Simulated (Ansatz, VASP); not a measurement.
## CaIrN2 in VASP and in Ansatz

```xyz
4
Lattice="1.6489 0.9520 5.0094 -1.6489 0.9520 5.0094 0.0000 -1.9039 5.0094" Properties=species:S:1:pos:R:3 pbc="T T T"
Ir    0.0000    0.0000    7.5141
Ca    0.0000    0.0000    0.0000
N     0.0000    0.0000    3.4697
N     0.0000    0.0000   11.5585
```

Alike in both runs: functional LDA; k mesh 5 × 5 × 5; occupations fermi-dirac, width 0.05 eV; no spin polarisation.

```csv
,VASP,Ansatz
version,VASP 6.6.1,Ansatz 0.2.0
potentials or method,"VASP PAW LDA potentials, release 64 (Ir, Ca_sv, N)",Ansatz PAW
plane-wave cutoff (eV),520,420
valence electrons in the cell,29,37
task,single point,projected density of states
```

|  | VASP | Ansatz | Ansatz less VASP |
| --- | --- | --- | --- |
| gap on the k mesh at the Fermi level (eV) | none | none | - |
| pressure (GPa) | -12.8 | -14.6 | -1.76 |
| traceless stress, the component that is largest in VASP (GPa) | 0.62 | 1.00 | +0.377 |
| rms of the force components (eV/Å) | 0.144 | 0.181 | +0.0370 |

LDA's correlation is that of Perdew and Zunger in VASP and of Perdew and Wang (1992) in Ansatz. Atom by atom the forces differ by 0.037 eV/Å (rms over components). A gap of «none» marks a metal or a gap that the smearing closes. VASP's potentials hold 29 valence electrons a cell and Ansatz's 37, so a difference there can come from the potentials and not from the codes.

The k mesh is coarse, so the values compare programs but aren't converged. Neither program's run includes spin-orbit coupling.
